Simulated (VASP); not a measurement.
Here is a VASP 6.6.1 calculation.

The input INCAR:

```
  ALGO = Normal
  EDIFF = 1E-6
  ENCUT = 520
  ISIF = 2
  ISMEAR = 0
  LASPH = True
  LCHARG = True
  LELF = True
  LREAL = False
  LVHAR = True
  LWAVE = False
  NBANDS = 18
  NELM = 80
  PREC = Accurate
  SIGMA = 0.05
```

KPOINTS

```
k-points
0
Gamma
  8 8 8
```

Contents of POSCAR:

```
HfO2
1.0
    0.0000000000      2.2697812500      2.5575000000
    2.5575000000      0.0000000000      2.5575000000
    2.5575000000      2.2697812500      0.0000000000
Hf O
1 2
Direct
    0.0000000000      0.0000000000      0.0000000000
    0.2500000000      0.2500000000      0.2500000000
    0.7500000000      0.7500000000      0.7500000000
```

Potentials or basis: VASP PAW LDA potentials, release 64 (Hf_pv, O).

Command:

```console
$ cat potpaw_LDA.64/Hf_pv/POTCAR potpaw_LDA.64/O/POTCAR > POTCAR
$ mpirun -np 1 vasp_std > vasp.out
```

(1) Predict the pressure.

(2) Estimate the band gap on the k mesh.

## Answers

(1) 13.6 GPa.

(2) 1.95 eV, indirect (least direct gap 2.43 eV).

Caveat: the cell differs from its parent crystal (strain -0.1125 x Voigt [0, 1, 0, 0, 0, 0]); spin-orbit coupling is left out, which moves the levels of the heavy elements.
